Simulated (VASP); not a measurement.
Runs of VASP 6.6.1 on SrCl2. The structure is that of space group R-3m (No. 166), or close to it. The cells are those of the table. 

```csv
cell,gap on the mesh (eV),pressure (GPa),largest force (eV/Å)
"a = 4.817 Å, angles 63.2°, 3 atoms",5.98,0.8,0.31
"a = 4.698 Å, angles 67.3°, 3 atoms",5.98,2.3,(b)
"a = 6.776 Å, angles 33.6°, 3 atoms",5.82,7.3,0.52
"a = 5.661 Å, angles 45.7°, 3 atoms",6.16,3.9,0.45
"a = 4.425 Å, angles 82.7°, 3 atoms",4.05,(a),11.37
```

Alike in all rows: task single point; level r2SCAN; potentials or basis VASP PAW PBE potentials, release 64 (Sr_sv, Cl); no spin polarisation; k mesh 6 × 6 × 6; cutoff (eV) 520; smearing gaussian 0.05 eV.

Problem. Estimate the missing entries.

Solution. (a) 28.5; (b) 1.01.

Caveats: the PAW data sets were made with another functional, which shifts forces and pressure a little.

A k mesh can miss the band edges, and the runs leave out spin-orbit coupling on Sr.
